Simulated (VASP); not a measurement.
# Si3Mo: single point with PBE

The system is Si3Mo.

```
CELL_PARAMETERS angstrom
0.00000 3.04771 3.04771
3.04771 0.00000 3.04771
3.04771 3.04771 0.00000
ATOMIC_POSITIONS crystal
Si 0.25000 0.25000 0.25000
Si 0.50000 0.50000 0.50000
Si 0.75000 0.75000 0.75000
Mo 0.00000 0.00000 0.00000
```

```json
{"Program": "VASP 6.6.1", "Task": "single point", "Functional": "PBE", "Potentials or basis": "VASP PAW PBE potentials, release 64 (Si, Mo_sv)", "Cutoff": "520 eV", "k mesh": "14 × 14 × 14", "Occupations": "gaussian, width 0.1 eV", "Spin": "no spin polarisation"}
```

The pressure is 0.1 GPa and the band gap on the k mesh is zero (band 13 reaches 11.52 eV, above the bottom of band 14 at 9.41 eV).

Levels at points of the mesh, in eV from the Fermi level:
```
           k point  band 9  band 10  band 11  band 12  band 13  band 14  band 15  band 16  band 17  band 18
(0.00, 0.00, 0.00)   -3.35    -1.85    -1.85    -1.85    -1.62    -1.62    -0.69     3.23     3.23     3.23
(0.50, 0.00, 0.00)   -4.01    -1.98    -1.49    -1.49    -1.14    -1.14     3.06     3.06     3.90     4.62
(0.50, 0.50, 0.00)   -5.22    -2.67    -1.12    -1.12    -0.41     1.51     3.35     4.83     4.83     5.26
```

Wall time 50 s on 1 thread of AMD EPYC 9R45 96-Core Processor (Zen 5), with other jobs on the host, peak memory 0.22 GiB.
